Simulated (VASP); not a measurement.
The system is Rb2ZrH4.

```
Rb Zr H
1.0
     4.96704    0.00000    0.00000
     0.00000    4.96704    0.00000
     0.00000    0.00000    6.49620
Rb Zr H
2 1 4
Direct
  0.50000 0.00000 0.99838
  0.00000 0.50000 0.99838
  0.00000 0.00000 0.21112
  0.64655 0.50000 0.31191
  0.35345 0.50000 0.31191
  0.50000 0.64655 0.31191
  0.50000 0.35345 0.31191
```

The cell was built from a structure type or drawn by symmetry, and may not be a known phase.

| Quantity | Value |
| --- | --- |
| Program | VASP 6.6.1 |
| Task | relaxation of cell and atoms |
| Functional | PBE |
| Potentials or basis | VASP PAW PBE potentials, release 64 (Rb_sv, Zr_sv, H) |
| Cutoff | 600 eV |
| k mesh | 3 × 3 × 2 |
| Occupations | gaussian, width 0.15 eV |
| Spin | no spin polarisation |

At the start: pressure 4.8 GPa; volume 22.90 Å³/atom.

Task: How do energy, volume and symmetry change on relaxing?

Result: Over 23 steps the energy falls by 752.9 meV/atom and the volume is 16.71 Å³/atom (-27.0 %); space group P4mm (No. 99, to 0.1 Å) before and after.

The path:
| step | energy change (eV) | largest force (eV/Å) | pressure (GPa) | volume (Å³) |
| --- | --- | --- | --- | --- |
| 1 | 0.0000 | 2.7082 | 4.77 | 160.27 |
| 2 | -1.5160 | 2.5283 | 0.94 | 176.49 |
| 3 | -1.7461 | 2.4482 | -0.14 | 183.71 |
| 4 | -1.8247 | 2.1719 | -1.53 | 198.61 |
| 5 | -1.8379 | 2.2560 | -1.24 | 194.50 |
| 6 | -2.4087 | 2.1865 | -1.81 | 191.84 |
| 7 | -3.5825 | 0.4673 | -3.77 | 184.47 |
| 8 | -2.7748 | 2.6899 | -3.71 | 169.15 |
| 9 | -3.7338 | 0.7787 | -4.56 | 179.84 |
| 10 | -4.2567 | 1.2869 | -3.99 | 157.01 |
| 11 | -4.4624 | 1.7075 | -3.38 | 142.15 |
| 12 | -4.2617 | 3.0272 | 1.38 | 115.11 |
| 13 | -4.5139 | 1.9174 | -2.56 | 135.29 |
| 14 | -4.8848 | 1.3643 | -1.58 | 127.01 |
| 15 | -5.0893 | 0.4382 | 1.04 | 116.36 |
| 16 | -5.0899 | 0.4392 | 0.86 | 116.92 |
| 17 | -5.1661 | 0.2825 | 0.48 | 117.99 |
| 18 | -5.2253 | 0.4319 | 0.03 | 120.25 |
| 19 | -5.2502 | 0.0999 | -0.37 | 120.59 |
| 20 | -5.2529 | 0.1189 | -0.54 | 120.74 |
| 21 | -5.2627 | 0.1329 | -0.03 | 118.19 |
| 22 | -5.2640 | 0.1455 | 0.27 | 116.81 |
| 23 | -5.2703 | 0.0504 | 0.24 | 116.95 |

Final structure:
```
Rb Zr H
1.0
     4.32130    0.00000    0.00000
     0.00000    4.32130    0.00000
     0.00000    0.00000    6.26261
Rb Zr H
2 1 4
Direct
  0.50000 0.00000 0.89301
  0.00000 0.50000 0.89301
  0.00000 0.00000 0.36924
  0.76128 0.50000 0.32506
  0.23872 0.50000 0.32506
  0.50000 0.76128 0.32506
  0.50000 0.23872 0.32506
```

Caveat: the k points lie up to 0.50 Å⁻¹ apart in the final cell, too coarse for converged energies and pressures of a metal; the volume moved by over 15 % at a fixed basis, so the end points are rough; the relaxation stopped at a loose force limit of 0.08 eV/Å, so its end isn't a converged minimum.
